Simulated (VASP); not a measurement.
## Cd2Se3S: relaxation of cell and atoms with PBE

Cd2Se3S:

```
CELL_PARAMETERS angstrom
3.23205 1.86602 4.42286
-3.23205 1.86602 4.42286
0.00000 -3.73205 4.42286
ATOMIC_POSITIONS crystal
Cd 0.81615 0.81615 0.81615
Cd 0.18385 0.18385 0.18385
Se 0.50000 0.50000 0.00000
Se 0.00000 0.50000 0.50000
Se 0.50000 0.00000 0.50000
S 0.00000 0.00000 0.00000
```

The cell was built from a structure type or drawn by symmetry, and may not be a known phase.

* Program: VASP 6.6.1
* Task: relaxation of cell and atoms
* Functional: PBE
* Potentials or basis: VASP PAW PBE potentials, release 64 (Cd, Se, S)
* Cutoff: 600 eV
* k mesh: 6 × 6 × 6
* Occupations: gaussian, width 0.1 eV
* Spin: no spin polarisation
* Dipole correction: no
* Further INCAR settings: ALGO = Normal; EDIFF = 1e-07; IBRION = 2; EDIFFG = -0.01; NSW = 100; ISIF = 3

| Quantity | Value |
| --- | --- |
| Relaxed volume | 25.54 Å³/atom |
| Relaxed cell | a = 5.882 Å, b = 5.882 Å, c = 5.882 Å, α = 62.91°, β = 62.91°, γ = 62.91° |
| Space group after relaxing (to 0.1 Å) | R-3m (No. 166) |
| Energy gained by relaxing | 8.3 meV/atom |
| Ionic steps | 16 |
| Pressure after relaxing | 0.0 GPa |
| Largest force after relaxing | 0.009 eV/Å |
| Band gap on the k mesh | zero (bands 24 and 25 overlap by 1.13 eV) |

Forces in eV/Å, atoms in the order of the input:
```
Cd   0.000  0.000 -0.009
Cd   0.000  0.000  0.009
Se   0.000  0.000  0.000
Se   0.000  0.000  0.000
Se   0.000  0.000  0.000
S    0.000  0.000  0.000
```

The path:
| step | energy change (eV) | largest force (eV/Å) | pressure (GPa) | volume (Å³) |
| --- | --- | --- | --- | --- |
| 1 | 0.0000 | 0.0386 | 0.08 | 160.05 |
| 2 | -0.0094 | 0.0926 | -0.25 | 160.34 |
| 3 | -0.0120 | 0.1353 | -0.53 | 160.60 |
| 4 | -0.0196 | 0.1269 | -0.15 | 158.53 |
| 5 | -0.0245 | 0.1039 | 0.69 | 154.46 |
| 6 | -0.0272 | 0.0863 | 0.70 | 154.01 |
| 7 | -0.0329 | 0.0334 | 0.79 | 152.63 |
| 8 | -0.0374 | 0.0796 | 1.10 | 149.79 |
| 9 | -0.0373 | 0.0244 | 0.93 | 151.20 |
| 10 | -0.0385 | 0.0512 | 1.01 | 150.52 |
| 11 | -0.0472 | 0.0617 | 0.43 | 151.69 |
| 12 | -0.0480 | 0.0659 | 0.20 | 152.19 |
| 13 | -0.0486 | 0.0549 | 0.15 | 152.43 |
| 14 | -0.0496 | 0.0219 | 0.01 | 153.13 |
| 15 | -0.0496 | 0.0175 | -0.01 | 153.23 |
| 16 | -0.0496 | 0.0088 | 0.00 | 153.21 |

Final structure:
```
CELL_PARAMETERS angstrom
3.06951 1.77218 4.69426
-3.06951 1.77218 4.69426
0.00000 -3.54437 4.69426
ATOMIC_POSITIONS crystal
Cd 0.82113 0.82113 0.82113
Cd 0.17887 0.17887 0.17887
Se 0.50000 0.50000 0.00000
Se 0.00000 0.50000 0.50000
Se 0.50000 0.00000 0.50000
S 0.00000 0.00000 0.00000
```

Levels at points of the mesh, in eV from the Fermi level:
```
           k point  band 22  band 23  band 24  band 25  band 26  band 27
(0.00, 0.00, 0.00)    -1.78     0.01     0.01     0.65     1.45     1.45
(0.50, 0.00, 0.00)    -1.81    -1.76    -1.75     0.18     0.80     0.88
(0.50, 0.50, 0.00)    -1.84    -1.56    -1.24     0.91     1.37     1.48
(0.50, 0.50, 0.50)     0.23     0.23     0.36     0.70     2.20     2.20
```

It took 17 min on 1 thread of AMD EPYC 9R45 96-Core Processor (Zen 5), with other jobs on the host, peak memory 0.41 GiB.
